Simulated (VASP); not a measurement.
Wanted: the native input for a VASP 6.6.1 run.

* Task: single point
* Functional: PBE
* Potentials or basis: VASP PAW PBE potentials, release 64 (Er_3, C), 4f in core
* Cutoff: 600 eV
* k mesh: 12 × 12 × 8
* Occupations: gaussian, width 0.1 eV
* Spin: no spin polarisation
* Dipole correction: no
* Further INCAR settings: ALGO = Normal; EDIFF = 1e-06; NBANDS = 18

The structure of ErC3 lies in POSCAR:

```
ErC3
1.0
    3.1506226213     -1.8171478958      0.0302262497
    3.1506226213      1.8171478958      0.0302262497
   -2.1535864959      0.0000000000      5.1977920407
Er C
1 3
Direct
    0.0000000000      0.0000000000      0.5000000000
    0.5000000000      0.5000000000      0.0000000000
    0.5838191577      0.5838191577      0.2510214313
    0.4161808423      0.4161808423      0.7489785687
```

One way to write it, as run:

INCAR

```
SYSTEM = ErC3
PREC = Accurate
ENCUT = 600
EDIFF = 1E-6
ISMEAR = 0
SIGMA = 0.1
LREAL = .FALSE.
LASPH = .TRUE.
NELM = 200
ALGO = Normal
ISIF = 2
LWAVE = .FALSE.
LCHARG = .FALSE.
GGA = PE
NBANDS = 18
GGA_COMPAT = .FALSE.
LMAXMIX = 6
```

KPOINTS

```
regular mesh
0
G
  12 12 8
  0 0 0
```

Potentials or basis: VASP PAW PBE potentials, release 64 (Er_3, C), 4f in core.

Command:

```bash
$ cat potpaw_PBE.64/Er_3/POTCAR potpaw_PBE.64/C/POTCAR > POTCAR
$ mpirun -np 1 vasp_std > vasp.out
```

Results of the run:

The pressure is 0.4 GPa. The largest force is 0.014 eV/Å and the band gap on the k mesh is zero (an odd number of electrons rules out a gap without spin polarisation).

Caveat: spin-orbit coupling is left out, which moves the levels of the heavy elements; the 4f electrons are frozen in the core, so they carry no moment and show no levels.

Wall time 4.8 min on 1 thread of Intel(R) Xeon(R) 6975P-C (Granite Rapids), with other jobs on the host, peak memory 0.5 GiB.
